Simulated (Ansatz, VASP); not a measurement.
**One calculation of SrO, two programs**

```
Sr O
1.0
     2.56741    2.56741    0.00000
    -2.56741    2.56741    0.00000
     0.00000    2.56741    2.58621
Sr O
1 1
Direct
  0.50000 0.50000 0.00000
  0.00000 0.00000 0.00000
```

Change from the starting cell: film at in-plane strain -0.005.

Alike in both runs: task single point; functional r2SCAN; k mesh 8 × 8 × 8; no spin polarisation.

|  | VASP | Ansatz |
| --- | --- | --- |
| version | VASP 6.6.1 | Ansatz 0.2.0 |
| potentials or method | VASP PAW PBE potentials, release 64 (Sr_sv, O) | PAW with Ansatz's default frozen-core files, scalar-relativistic |
| plane-wave cutoff (eV) | 520 | 500 |
| occupations | gaussian, width 0.01 eV | fixed |
| valence electrons in the cell | 16 | 16 |

```csv
,VASP,Ansatz,Ansatz less VASP
gap on the k mesh at the Fermi level (eV),3.73,3.78,+0.053
pressure (GPa),1.2,0.7,-0.54
"traceless stress, the component that is largest in VASP (GPa)",-0.71,-0.67,+0.035
```

VASP's potentials were made for PBE, not for r2SCAN.
